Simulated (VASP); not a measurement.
**Ca2P: single point with PBE**

Crystal: Ca2P.

```xyz
3
Lattice="0.0000 3.3044 3.3044 3.3044 0.0000 3.3044 3.3044 3.3044 0.0000" Properties=species:S:1:pos:R:3 pbc="T T T"
Ca    1.6522    1.6522    1.6522
Ca    4.9566    4.9566    4.9566
P     3.3044    3.3044    3.3044
```

The cell was built from a structure type or drawn by symmetry, and may not be a known phase.

```yaml
Program: VASP 6.6.1
Task: single point
Functional: PBE
Potentials_or_basis: VASP PAW PBE potentials, release 64 (Ca_sv, P)
Cutoff: 520 eV
k_mesh: 4 × 4 × 4
Occupations: gaussian, width 0.1 eV
Spin: no spin polarisation
```

| Item | Value |
| --- | --- |
| Pressure | 5.7 GPa |
| Band gap on the k mesh | zero (an odd number of electrons rules out a gap without spin polarisation) |

Levels at points of the mesh, in eV from the Fermi level:
```
           k point  band 9  band 10  band 11  band 12  band 13  band 14  band 15  band 16
(0.00, 0.00, 0.00)  -10.58    -2.99    -2.99    -2.99     0.05     0.61     0.61     4.51
(0.50, 0.00, 0.00)  -10.05    -3.92    -2.58    -2.58     1.47     1.47     1.65     2.03
(0.50, 0.50, 0.00)   -9.91    -4.09    -2.36    -2.36    -0.82     0.79     1.64     3.31
```

Wall time 25 s on 1 thread of Intel Xeon 8259CL, on a shared host, peak memory 0.2 GiB.

Caveat: the k points lie up to 0.41 Å⁻¹ apart, too coarse for converged energies and pressures of a metal.
